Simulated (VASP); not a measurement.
# AlGa3N4 (P1) in VASP: single point with r2SCAN

Aim: the single point of AlGa3N4 with r2SCAN.

Everything below comes from runs of VASP 6.6.1. Logs are shortened: lines on timing, memory, paths and dates and some standing lists are left out, and cuts for length are marked.

**1. The cell of the first run**

The typed cell holds 8 atoms: a = 4.465 Å, b = 4.465 Å, c = 4.465 Å, α = 90.00°, β = 90.00°, γ = 90.00°.

**2. Single point, r2SCAN (atoms moved at random)**

File POSCAR:

```
AlGa3N4
1.0
    4.4653444468      0.0000000000      0.0000000000
    0.0000000000      4.4653444468      0.0000000000
    0.0000000000      0.0000000000      4.4653444468
Al Ga N
1 3 4
Direct
    0.0077809908     -0.0020121059     -0.0205869107
    0.5022320328      0.4652626221      0.0208196045
    0.4983220771      0.0454428780      0.5505526283
    0.0102165595      0.5187935267      0.5045614247
    0.7255322113      0.7825288088      0.2308209330
    0.8008919007      0.2277153650      0.7416098215
    0.2421459948      0.7529949875      0.7457389442
    0.2128782330      0.2092739177      0.2264835545
```

File INCAR.step1:

```
PREC = Accurate
ENCUT = 520
ISMEAR = 0
SIGMA = 0.05
LREAL = F
LASPH = T
NELM = 100
NBANDS = 41
GGA = PE
ALGO = Normal
EDIFF = 1E-4
LWAVE = T
LCHARG = F
```

File INCAR.step2:

```
PREC = Accurate
ENCUT = 520
EDIFF = 1E-6
ISMEAR = 0
SIGMA = 0.05
LREAL = F
LASPH = T
NELM = 100
ALGO = Normal
ISIF = 2
LWAVE = F
LCHARG = F
METAGGA = R2SCAN
LMIXTAU = T
NBANDS = 41
ISTART = 1
```

File KPOINTS:

```
regular mesh
0
Gamma
  6 6 6
```

Potentials or basis: VASP PAW PBE potentials, release 64 (Al, Ga_d, N).

Started as:

```sh
> cat potpaw_PBE.64/Al/POTCAR potpaw_PBE.64/Ga_d/POTCAR potpaw_PBE.64/N/POTCAR > POTCAR
> cp INCAR.step1 INCAR
> mpirun -np 1 vasp_std > vasp.out
> cp INCAR.step2 INCAR
> mpirun -np 1 vasp_std > vasp.out
```

OUTCAR:

```text
PREC = Accurate
   ENCUT = 520
   EDIFF = 1E-6
   ISMEAR = 0
   LREAL = F
   LASPH = T
   NELM = 100
   ISIF = 2
   METAGGA = R2SCAN
   ISTART = 1

 ion  position               nearest neighbor table
   1  0.008  0.998  0.979-   8 1.72   6 1.74   7 1.84   5 1.94   3 2.92   3 2.98   4 3.01   2 3.04
                             2 3.08
   2  0.502  0.465  0.021-   8 1.95   5 1.97   6 2.11   7 2.12   3 2.81   1 3.04   1 3.08
   3  0.498  0.045  0.551-   6 1.79   7 1.94   8 2.06   5 2.11   2 2.81   1 2.92   1 2.98
   4  0.010  0.519  0.505-   7 1.82   6 1.92   8 2.07   5 2.12   1 3.01
   5  0.726  0.783  0.231-   1 1.94   2 1.97   3 2.11   4 2.12
   6  0.801  0.228  0.742-   1 1.74   3 1.79   4 1.92   2 2.11
   7  0.242  0.753  0.746-   4 1.82   1 1.84   3 1.94   2 2.12
   8  0.213  0.209  0.226-   1 1.72   2 1.95   3 2.06   4 2.07

  LATTYP: Found a simple cubic cell.
 ALAT       =     4.4653444468

  Lattice vectors:

 A1 = (   4.4653444468,   0.0000000000,   0.0000000000)
 A2 = (   0.0000000000,   4.4653444468,   0.0000000000)
 A3 = (   0.0000000000,   0.0000000000,   4.4653444468)

Analysis of symmetry for initial positions (statically):
=====================================================================
 Subroutine PRICEL returns:
 Original cell was already a primitive cell.

 Routine SETGRP: Setting up the symmetry group for a
 simple cubic supercell.

 Subroutine GETGRP returns: Found  1 space group operations
 (whereof  1 operations were pure point group operations)
 out of a pool of 48 trial point group operations.

The static configuration has the point symmetry C_1 .

Analysis of symmetry for dynamics (positions and initial velocities):
=====================================================================
 Subroutine PRICEL returns:
 Original cell was already a primitive cell.

 Routine SETGRP: Setting up the symmetry group for a
 simple cubic supercell.

 Subroutine GETGRP returns: Found  1 space group operations
 (whereof  1 operations were pure point group operations)
 out of a pool of 48 trial point group operations.

The dynamic configuration has the point symmetry C_1 .

 Subroutine INISYM returns: Found  1 space group operations
 (whereof  1 operations are pure point group operations),
 and found     1 'primitive' translations

----------------------------------------------------------------------------------------

                                     Primitive cell

  volume of cell :      89.0358

  direct lattice vectors                    reciprocal lattice vectors
     4.465344447  0.000000000  0.000000000     0.223946890  0.000000000  0.000000000
     0.000000000  4.465344447  0.000000000     0.000000000  0.223946890  0.000000000
     0.000000000  0.000000000  4.465344447     0.000000000  0.000000000  0.223946890

  length of vectors
     4.465344447  4.465344447  4.465344447     0.223946890  0.223946890  0.223946890

  position of ions in fractional coordinates (direct lattice)
     0.007780991  0.997987894  0.979413089
     0.502232033  0.465262622  0.020819604
     0.498322077  0.045442878  0.550552628
     0.010216560  0.518793527  0.504561425
     0.725532211  0.782528809  0.230820933
     0.800891901  0.227715365  0.741609821
     0.242145995  0.752994988  0.745738944
     0.212878233  0.209273918  0.226483554

  ion indices of the primitive-cell ions
   primitive index   ion index
                 1           1
                 2           2
                 3           3
                 4           4
                 5           5
                 6           6
                 7           7
                 8           8

----------------------------------------------------------------------------------------

 KPOINTS: regular mesh

Automatic generation of k-mesh.
 Grid dimensions read from file:
 generate k-points for:    6    6    6

 Generating k-lattice:

  Cartesian coordinates                     Fractional coordinates (reciprocal lattice)
     0.037324482  0.000000000  0.000000000     0.166666667  0.000000000  0.000000000
     0.000000000  0.037324482  0.000000000     0.000000000  0.166666667  0.000000000
     0.000000000  0.000000000  0.037324482     0.000000000  0.000000000  0.166666667

  Length of vectors
     0.037324482  0.037324482  0.037324482

  Shift w.r.t. Gamma in fractional coordinates (k-lattice)
     0.000000000  0.000000000  0.000000000

 Subroutine IBZKPT returns following result:
 ===========================================

 Found    112 irreducible k-points:

 Following reciprocal coordinates:
            Coordinates               Weight
  0.000000  0.000000  0.000000      1.000000
  0.166667  0.000000  0.000000      2.000000
  0.000000  0.166667  0.000000      2.000000
  0.000000  0.000000  0.166667      2.000000
  0.333333  0.000000  0.000000      2.000000
  0.000000  0.333333  0.000000      2.000000
[... 16 lines left out ...]
  0.000000 -0.333333  0.166667      2.000000
 -0.166667  0.000000  0.333333      2.000000
 [... further k-points ...]
   k-points           NKPTS =    112   k-points in BZ     NKDIM =    112   number of bands    NBANDS=     41
   number of dos      NEDOS =    301   number of ions     NIONS =      8
   total plane-waves  NPLWV =  46656
   dimension x,y,z NGX =    36 NGY =   36 NGZ =   36
   dimension x,y,z NGXF=    72 NGYF=   72 NGZF=   72
   ions per type =               1   3   4
   NGX,Y,Z   is equivalent  to a cutoff of  13.40, 13.40, 13.40 a.u.
   NGXF,Y,Z  is equivalent  to a cutoff of  26.81, 26.81, 26.81 a.u.
 SYSTEM =  unknown system
   PREC   = accura    normal or accurate (medium, high low for compatibility)
   ISTART =      1    job   : 0-new  1-cont  2-samecut
   ICHARG =      0    charge: 1-file 2-atom 10-const
   ISPIN  =      1    spin polarized calculation?
   LNONCOLLINEAR =      F non collinear calculations
   LSORBIT =      F    spin-orbit coupling
   LASPH  =      T    aspherical Exc in radial PAW
   ENCUT  =  520.0 eV  38.22 Ry    6.18 a.u.   8.30  8.30  8.30*2*pi/ulx,y,z
   NELM   =    100;   NELMIN=  2; NELMDL=  0     # of ELM steps
   EDIFF  = 0.1E-05   stopping-criterion for ELM
   LREAL  =      F    real-space projection
   EDIFFG = 0.1E-04   stopping-criterion for IOM
   NSW    =      0    number of steps for IOM
   IBRION =     -1    ionic relax: 0-MD 1-quasi-New 2-CG
   NFREE  =      0    steps in history (QN), initial steepest desc. (CG)
   ISIF   =      2    stress and relaxation
   ISYM   =      2    0-nonsym 1-usesym 2-fastsym
   POTIM  = 0.5000    time-step for ionic-motion
   TEBEG  =    0.0;   TEEND  =   0.0 temperature during run
   PSTRESS=    0.0 pullay stress
   NELECT =      62.0000    total number of electrons
   NUPDOWN=      -1.0000    fix difference up-down
   EMIN   =  10.00;   EMAX   =-10.00  energy-range for DOS
   EFERMI =   0.00;   METHOD = LEGACY
   ISMEAR =     0;   SIGMA  =   0.05  broadening in eV -4-tet -1-fermi 0-gaus
   EFERMI_NEDOS =   21; number of points for ismear=-14 and -15
   IALGO  =     38    algorithm
   IMIX   =      4    mixing-type and parameters
     AMIX     =   0.40;   BMIX     =  1.00
     AMIX_MAG =   1.60;   BMIX_MAG =  1.00
  volume/ion in A,a.u.               =      11.13        75.11
  Fermi-wavevector in a.u.,A,eV,Ry     =   1.451055  2.742096 28.647877  2.105560
  Thomas-Fermi vector in A             =   2.568596
   LORBIT       =      0    0 simple, 1 ext, 2 COOP (PROOUT), +10 PAW based schemes
   METAGGA = R2SCAN    functional components
   LHFCALC =     F    Hartree Fock is set to
   AEXX    =    0.0000 exact exchange contribution
   IVDW    =     0    specifies the selected vdW correction
   LEPSILON=     F    determine dielectric tensor
   LRPA    =     F    only Hartree local field effects (RPA)
 non-spin polarized calculation
 Gauss-broadening in eV      SIGMA  =   0.05
  energy-cutoff  :      520.00
  volume of cell :       89.04
 maximum number of plane-waves:      2440
 NGX is ok and might be reduce to    36
   NGX = 17   NGY = 17   NGZ = 17

 number of electron      62.0000010 magnetization

 Free energy of the ion-electron system (eV)
  ---------------------------------------------------
  ext. energy  EPLUGINS =         0.00000000
  ---------------------------------------------------
  free energy    TOTEN  =       -82.58847750 eV

  energy without entropy =      -82.58847750  energy(sigma->0) =      -82.58847750

 E-fermi :   5.6376     XC(G=0): -12.4023

 val. band max:        5.3995370762   @ k =   0.0000   0.0000   0.0000
 cond. band min:       7.2768710749   @ k =   0.0000   0.0000   0.0000
 fundamental gap:      1.8773339987
 Fermi energy:         5.6376073245

 k-point     1 :       0.0000    0.0000    0.0000
  band No.  band energies     occupation
      1     -11.6365      2.00000
      2     -10.3318      2.00000
      3     -10.0062      2.00000
      4      -9.4363      2.00000
      5      -8.6881      2.00000
      6      -8.6704      2.00000
[... 33 lines left out ...]
     40      16.5260      0.00000
     41      17.1542      0.00000

 k-point     2 :       0.1667    0.0000    0.0000
  band No.  band energies     occupation
      1     -11.5377      2.00000
      2     -10.3707      2.00000
      3     -10.0073      2.00000
      4      -9.4385      2.00000
      5      -8.6864      2.00000
      6      -8.6654      2.00000
[... 33 lines left out ...]
     40      16.3199      0.00000
     41      17.1573      0.00000

 k-point     3 :       0.0000    0.1667    0.0000
  band No.  band energies     occupation
      1     -11.5496      2.00000
      2     -10.3496      2.00000
      3     -10.0138      2.00000
      4      -9.4303      2.00000
      5      -8.6882      2.00000
      6      -8.6677      2.00000
[... 875 lines left out ...]
      2     -10.3998      2.00000
      3     -10.0426      2.00000
      4      -9.4421      2.00000
      5      -8.6988      2.00000
      6      -8.6352      2.00000
[... 33 lines left out ...]
     40      16.3507      0.00000
     41      16.6626      0.00000

 k-point    24 :      -0.1667    0.0000    0.3333
  band No.  band energies     occupation
      1     -11.2901      2.00000
      2     -10.3383      2.00000
      3     -10.1258      2.00000
      4      -9.4154      2.00000
      5      -8.6827      2.00000
      6      -8.6379      2.00000
[... 33 lines left out ...]
     40      16.5692      0.00000
     41      16.8366      0.00000

 [... further k-points ...]

------------------------ aborting loop because EDIFF is reached ----------------------------------------

  FORCE on cell =-STRESS in cart. coord.  units (eV):
  Direction    XX          YY          ZZ          XY          YZ          ZX
  --------------------------------------------------------------------------------------
  -------------------------------------------------------------------------------------
  Total        3.4989639      1.6060450      3.5134629      2.9344546      1.7775953      4.1020929
  in kB       62.9629626     28.9003702     63.2238682     52.8047609     31.9873735     73.8161141
  external PRESSURE =      51.6957337 kB  Pullay stress =       0.0000000 kB

 VOLUME and BASIS-vectors are now :
 -----------------------------------------------------------------------------
  energy-cutoff  :      520.00
  volume of cell :       89.04
      direct lattice vectors                 reciprocal lattice vectors
     4.465344447  0.000000000  0.000000000     0.223946890  0.000000000  0.000000000
     0.000000000  4.465344447  0.000000000     0.000000000  0.223946890  0.000000000
     0.000000000  0.000000000  4.465344447     0.000000000  0.000000000  0.223946890

 POSITION                                       TOTAL-FORCE (eV/Angst)
 -----------------------------------------------------------------------------------
      0.03474      4.45636      4.37342        -1.401522     -3.416213      1.399299
      2.24264      2.07756      0.09297         0.223086      1.951091     -0.199170
      2.22518      0.20292      2.45841        -1.208085     -3.284088     -3.884971
      0.04562      2.31659      2.25304        -1.438779     -0.173176     -2.708428
      3.23975      3.49426      1.03069         0.913714     -1.563153      0.831500
      3.57626      1.01683      3.31154        -2.069830      3.234582      0.321337
      1.08127      3.36238      3.32998         1.755380     -0.256126      1.102729
      0.95057      0.93448      1.01133         3.226035      3.507084      3.137704
 -----------------------------------------------------------------------------------
    total drift:                                0.002115     -0.007732      0.007477

  FREE ENERGIE OF THE ION-ELECTRON SYSTEM (eV)
  ---------------------------------------------------
  free  energy   TOTEN  =       -82.5884774984 eV

  energy  without entropy=      -82.5884774984  energy(sigma->0) =      -82.58847750
```

Run time: 19 min. Hardware: 1 thread of Intel Xeon Platinum 8375C at 2.90GHz (Ice Lake), shared host; peak memory 0.44 GiB.

Results:

- Free energy: -82.5885 eV
- Pressure: 5.2 GPa
- Largest force: 5.705 eV/Å
- Band gap on the k mesh: 1.88 eV

Forces in eV/Å, atoms in the order of the input:
```
Al  -1.402 -3.416  1.399
Ga   0.223  1.951 -0.199
Ga  -1.208 -3.284 -3.885
Ga  -1.439 -0.173 -2.708
N    0.914 -1.563  0.832
N   -2.070  3.235  0.321
N    1.755 -0.256  1.103
N    3.226  3.507  3.138
```

Levels at points of the mesh, in eV from the valence-band top:
| k point | band 28 | band 29 | band 30 | band 31 | band 32 | band 33 | band 34 | band 35 |
| --- | --- | --- | --- | --- | --- | --- | --- | --- |
| (0.00, 0.00, 0.00) | -2.24 | -0.69 | -0.19 | 0.00 | 1.88 | 3.06 | 3.79 | 4.19 |
| (0.50, 0.00, 0.00) | -1.93 | -1.41 | -1.26 | -0.98 | 4.24 | 5.00 | 6.05 | 6.39 |
| (0.00, 0.50, 0.00) | -2.17 | -1.59 | -1.14 | -0.80 | 4.06 | 5.35 | 6.13 | 6.54 |
| (0.00, 0.00, 0.50) | -1.96 | -1.85 | -1.34 | -0.67 | 3.93 | 4.67 | 6.07 | 6.32 |
| (0.50, 0.50, 0.00) | -1.86 | -1.30 | -0.94 | -0.14 | 5.25 | 6.24 | 6.65 | 6.99 |
| (0.00, 0.50, 0.50) | -1.61 | -1.07 | -0.97 | -0.39 | 5.40 | 6.07 | 6.47 | 6.99 |
| (0.50, 0.00, 0.50) | -1.86 | -1.20 | -0.70 | -0.35 | 5.09 | 5.63 | 6.79 | 6.99 |
| (0.50, 0.50, 0.50) | -0.81 | -0.60 | -0.48 | -0.08 | 4.40 | 4.92 | 5.08 | 5.96 |

Caveat: the cell differs from its parent crystal (atoms moved at random); the cell stands under pressure; the PAW data sets were made with another functional, which shifts forces and pressure a little.
